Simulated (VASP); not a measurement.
**Ta3Ti: relaxation of cell and atoms with PBE**

The system is Ta3Ti.

```
Ti Ta
1.0
     4.34000    0.00000    0.00000
     0.00000    4.34000    0.00000
     0.00000    0.00000    4.34000
Ti Ta
1 3
Direct
  0.00000 0.00000 0.00000
  0.00000 0.50000 0.50000
  0.50000 0.00000 0.50000
  0.50000 0.50000 0.00000
```

```yaml
Program: VASP 6.6.1
Task: relaxation of cell and atoms
Functional: PBE
Potentials_or_basis: VASP PAW PBE potentials, release 64 (Ti_sv, Ta_pv)
Cutoff: 500 eV
k_mesh: 5 × 5 × 5
Occupations: methfessel-paxton, width 0.1 eV
Spin: no spin polarisation
Dipole_correction: no
Further_INCAR_settings: ALGO = Normal; EDIFF = 1e-07; IBRION = 2; EDIFFG = -0.01; NSW = 50; ISIF = 3
```

The relaxed volume is 18.36 Å³/atom, the relaxed cell is a = 4.188 Å, b = 4.188 Å, c = 4.188 Å, α = 90.00°, β = 90.00°, γ = 90.00° and the space group after relaxing (to 0.1 Å) is Pm-3m (No. 221). The energy gained by relaxing is 104.3 meV/atom and the ionic steps are 7. The pressure after relaxing is 0.0 GPa and the band gap on the k mesh is zero (an odd number of electrons rules out a gap without spin polarisation).

The path:
```
step  energy change (eV)  largest force (eV/Å)  pressure (GPa)  volume (Å³)
   1              0.0000                0.0000          -14.78        81.75
   2              1.0069                0.0000           43.65        61.41
   3             -0.4155                0.0000           -1.14        73.93
   4             -0.4171                0.0000           -0.19        73.52
   5             -0.4172                0.0000            0.18        73.36
   6             -0.4171                0.0000           -0.26        73.55
   7             -0.4172                0.0000            0.01        73.44
```

Final structure:
```
CELL_PARAMETERS angstrom
4.18767 0.00000 0.00000
0.00000 4.18767 0.00000
0.00000 0.00000 4.18767
ATOMIC_POSITIONS crystal
Ti 0.00000 0.00000 0.00000
Ta 0.00000 0.50000 0.50000
Ta 0.50000 0.00000 0.50000
Ta 0.50000 0.50000 0.00000
```

Levels at points of the mesh, in eV from the Fermi level:
| k point | band 20 | band 21 | band 22 | band 23 | band 24 | band 25 |
| --- | --- | --- | --- | --- | --- | --- |
| (0.00, 0.00, 0.00) | -2.99 | 0.56 | 0.56 | 0.56 | 2.86 | 2.86 |

Run time: 96 s on 1 thread of Intel(R) Xeon(R) Platinum 8375C CPU @ 2.90GHz (Ice Lake), with other jobs on the host, peak memory 0.19 GiB.

Caveat: spin-orbit coupling is left out, which moves the levels of the heavy elements.
